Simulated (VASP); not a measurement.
## Sc3BN2: single point with PBE

The system is Sc3BN2.

```
Sc B N
1.0
     5.94333    0.00000    0.00000
    -2.97166    5.14707    0.00000
     0.00000    0.00000    3.87060
Sc B N
3 1 2
Direct
  0.50000 0.00000 0.00000
  0.00000 0.50000 0.00000
  0.50000 0.50000 0.00000
  0.00000 0.00000 0.00000
  0.00000 0.00000 0.34006
  0.00000 0.00000 0.65994
```

```
Program                 : VASP 6.6.1
Task                    : single point
Functional              : PBE
Potentials or basis     : VASP PAW PBE potentials, release 64 (Sc_sv, B, N)
Cutoff                  : 520 eV
k mesh                  : 6 × 6 × 10
Occupations             : gaussian, width 0.1 eV
Spin                    : no spin polarisation
Dipole correction       : no
k mesh for the DOS      : 9 × 9 × 15
Occupations for the DOS : tetrahedron
Further INCAR settings  : ALGO = Normal; EDIFF = 1e-07
```

The valence electrons inside the program's atomic spheres are Sc 9.40; B 2.25; N 3.95.

Levels at points of the mesh, in eV from the Fermi level:
| k point | band 20 | band 21 | band 22 | band 23 | band 24 | band 25 | band 26 | band 27 |
| --- | --- | --- | --- | --- | --- | --- | --- | --- |
| (0.00, 0.00, 0.00) | -0.87 | -0.75 | -0.75 | -0.64 | -0.12 | 0.41 | 0.80 | 0.82 |

It took 9.7 min on 1 thread of AMD EPYC 7R13 Processor (Zen 3), on a shared host, peak memory 0.4 GiB.

Caveat: the standard files for N, O and F lose accuracy on very short bonds.
